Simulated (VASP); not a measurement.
Input of a VASP 6.6.1 run:

Contents of INCAR:

```
SYSTEM = B
ALGO = Normal ; EDIFF = 1E-7
ENCUT = 520 ; ISIF = 2
ISMEAR = -1 ; LASPH = .True.
LCHARG = .True. ; LELF = .True.
LREAL = .False. ; LVHAR = .True.
LWAVE = .False. ; NBANDS = 10
NELM = 80 ; PREC = Accurate
SIGMA = 0.1
```

File KPOINTS:

```
k-points
0
Gamma
  22 22 22
  0 0 0
```

The input POSCAR:

```
B
1.0
    0.0000000000      2.0014594441      2.0014594441
    2.0014594441      0.0000000000      2.0014594441
    2.0014594441      2.0014594441      0.0000000000
B
2
Direct
    0.1250000000      0.1250000000      0.1250000000
    0.8750000000      0.8750000000      0.8750000000
```

Potentials or basis: VASP PAW LDA potentials, release 64 (B).

Command:

```console
$ cat potpaw_LDA.64/B/POTCAR > POTCAR
$ mpirun -np 1 vasp_std > vasp.out
```

**Question.** What does it give for the pressure?

**Answer.** 0.2 GPa.

**Question.** Estimate the band gap on the k mesh.

**Answer.** Zero (band 3 reaches 8.23 eV, above the bottom of band 4 at 0.88 eV).
